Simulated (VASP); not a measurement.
# C: single point with r2SCAN

C:

```
CELL_PARAMETERS angstrom
1.78014 -1.78014 0.00000
1.78014 0.00000 -1.78014
7.98659 7.98659 7.98659
ATOMIC_POSITIONS crystal
C 0.66667 0.66667 0.24150
C 0.00000 0.00000 0.09290
C 0.33333 0.33333 0.39009
C 0.66667 0.66667 0.68728
C 0.00000 0.00000 0.53868
C 0.33333 0.33333 0.83587
C 0.66667 0.66667 0.35294
C 0.00000 0.00000 0.20435
C 0.33333 0.33333 0.50154
C 0.66667 0.66667 0.79872
C 0.00000 0.00000 0.65013
C 0.33333 0.33333 0.05575
```

```
Program             : VASP 6.6.1
Task                : single point
Functional          : r2SCAN
Potentials or basis : VASP PAW PBE potentials, release 64 (C)
Cutoff              : 520 eV
k mesh              : 10 × 10 × 2
Occupations         : gaussian, width 0.05 eV
Spin                : no spin polarisation
```

* Pressure: -5.3 GPa
* Largest force: 4.009 eV/Å
* Band gap on the k mesh: 0.49 eV, indirect (least direct gap 1.14 eV)

Forces on the atoms (eV/Å):
```
C   -0.119 -0.119 -0.119
C   -2.314 -2.314 -2.314
C   -0.021 -0.021 -0.021
C   -0.402 -0.402 -0.402
C   -0.047 -0.047 -0.047
C   -0.983 -0.983 -0.983
C    0.047  0.047  0.047
C    0.402  0.402  0.402
C    0.021  0.021  0.021
C    2.314  2.314  2.314
C    0.119  0.119  0.119
C    0.983  0.983  0.983
```

Stress tensor (GPa, compression positive):
```
-5.28 -4.40 -4.40
-4.40 -5.28 -4.40
-4.40 -4.40 -5.28
```

Levels at points of the mesh, in eV from the valence-band top:
```
           k point  band 20  band 21  band 22  band 23  band 24  band 25  band 26  band 27  band 28  band 29
(0.00, 0.00, 0.00)    -0.87    -0.87    -0.60    -0.60     0.00     1.14     5.57     5.57     6.25     6.55
(0.50, 0.00, 0.00)    -4.85    -4.49    -4.01    -3.66    -0.81     0.49     4.49     4.83     5.50     5.85
(0.00, 0.00, 0.50)    -0.85    -0.85    -0.79    -0.61    -0.61     1.64     5.58     5.58     6.06     6.54
(0.50, 0.00, 0.50)    -4.87    -4.42    -3.99    -3.67    -0.88     0.55     4.50     4.84     5.52     5.86
```

Wall time 5.7 min on 1 thread of Intel Xeon 8259CL (shared host), peak memory 0.22 GiB.

Caveat: the PAW data sets were made with another functional, which shifts forces and pressure a little. r2SCAN opens gaps a little over a GGA but as a rule still falls short of measured ones.
